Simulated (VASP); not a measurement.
The system is CuO.

```
Cu O
1.0
     2.30558   -1.72961    0.07281
     2.31576    1.74354    0.04815
    -0.70809   -0.03897    5.12907
Cu O
2 2
Direct
  0.01425 0.47965 0.06043
  0.47088 0.15407 0.47412
  0.56927 0.29603 0.26394
  0.44560 0.57025 0.70150
```

Base run:

```yaml
Program: VASP 6.6.1
Functional: PBE
Potentials_or_basis: VASP PAW PBE potentials, release 64 (Cu, O)
Cutoff: 520 eV
k_mesh: 10 × 10 × 5
Occupations: fermi-dirac, width 0.05 eV
Spin: no spin polarisation
Hubbard_terms: Cu d U = 4.0 eV
```

Its results: band gap on the k mesh zero (band 17 reaches 5.74 eV, above the bottom of band 18 at 5.28 eV); pressure 84.0 GPa; largest force 36.952 eV/Å.

Q: The run is repeated on the same cell with these changes: hubbard terms from Cu d U = 4.0 eV to Cu d U = 5.0 eV; further incar settings from ALGO = Normal; EDIFF = 1e-06; NBANDS = 25 to ALGO = Normal; EDIFF = 1e-07; NBANDS = 25. What comes out?

A: Band gap on the k mesh zero (band 17 reaches 5.60 eV, above the bottom of band 18 at 5.17 eV); pressure 81.5 GPa; largest force 36.197 eV/Å.

Caveats: U without spin polarisation on a metal has little footing; forces of over 1 eV/Å act on the atoms, so gaps and moduli don't describe the material at rest.
